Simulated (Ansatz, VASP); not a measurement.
Two plane-wave programs on Al2O3

The input INCAR:

```
  PREC = Accurate
  ENCUT = 520
  EDIFF = 1E-6
  ISMEAR = 0
  SIGMA = 0.05
  LREAL = False
  LASPH = True
  NELM = 80
  ALGO = Normal
  ISIF = 2
  LWAVE = False
  LCHARG = True
  GGA = PE
  LELF = True
  LVHAR = True
  NBANDS = 35
```

File KPOINTS:

```
regular mesh
0
Gamma
  6 6 6
```

File POSCAR:

```
Al2O3
1.0
    2.5036123218      1.4454612480      4.6782499846
   -2.5036123218      1.4454612480      4.6782499846
    0.0000000000     -2.8909224959      4.6782499846
Al O
4 6
Direct
    0.8521293568      0.8521293568      0.8521293568
    0.6478706432      0.6478706432      0.6478706432
    0.1478706432      0.1478706432      0.1478706432
    0.3521293568      0.3521293568      0.3521293568
    0.0561574040      0.4438425960      0.7500000000
    0.7500000000      0.0561574040      0.4438425960
    0.4438425960      0.7500000000      0.0561574040
    0.9438425960      0.5561574040      0.2500000000
    0.2500000000      0.9438425960      0.5561574040
    0.5561574040      0.2500000000      0.9438425960
```

Input for Ansatz:

```yaml
crystal:
  lattice:
    - [2.5036123218, 1.445461248, 4.6782499846]
    - [-2.5036123218, 1.445461248, 4.6782499846]
    - [0.0, -2.8909224959, 4.6782499846]
  atoms:
    - { symbol: Al, position: [0.8521293568, 0.8521293568, 0.8521293568] }
    - { symbol: Al, position: [0.6478706432, 0.6478706432, 0.6478706432] }
    - { symbol: Al, position: [0.1478706432, 0.1478706432, 0.1478706432] }
    - { symbol: Al, position: [0.3521293568, 0.3521293568, 0.3521293568] }
    - { symbol: O, position: [0.056157404, 0.443842596, 0.75] }
    - { symbol: O, position: [0.75, 0.056157404, 0.443842596] }
    - { symbol: O, position: [0.443842596, 0.75, 0.056157404] }
    - { symbol: O, position: [0.943842596, 0.556157404, 0.25] }
    - { symbol: O, position: [0.25, 0.943842596, 0.556157404] }
    - { symbol: O, position: [0.556157404, 0.25, 0.943842596] }
basis:
  ecutwfc: 520.0
kpoints:
  mp_grid: { grid: [6, 6, 6] }
hamiltonian:
  xc: pbe
  pseudopotentials: { kind: paw, azcp: { folder: soft_1 } }
scf:
  occupations: { method: gaussian, width: 0.05 }
output:
  forces: true
  stress: true
  eigenvalues: true
  write_density: true
  write_potential: true
  elf: true
  volumetric_format: npy
```

Alike in both runs: task single point; functional PBE; k mesh 6 × 6 × 6; occupations gaussian, width 0.05 eV; no spin polarisation.

```csv
,VASP,Ansatz
version,VASP 6.6.1,Ansatz 0.2.0
potentials or method,"VASP PAW PBE potentials, release 64 (Al, O), cutoff 520 eV","scalar-relativistic, plane waves, PAW"
valence electrons in the cell,48,48
```

|  | VASP | Ansatz | Ansatz less VASP |
| --- | --- | --- | --- |
| gap on the k mesh at the Fermi level (eV) | 4.06 | 4.07 | +0.012 |
| least direct gap on the mesh (eV) | 4.06 | 4.07 | +0.012 |
| pressure (GPa) | -25.2 | -25.1 | +0.06 |
| traceless stress, the component that is largest in VASP (GPa) | -4.42 | -4.40 | +0.019 |
| rms of the force components (eV/Å) | 0.020 | 0.019 | -0.0013 |

Atom by atom the forces differ by 0.001 eV/Å (rms over components). With one functional, cell and mesh, what is left measures potentials, basis and numerics.
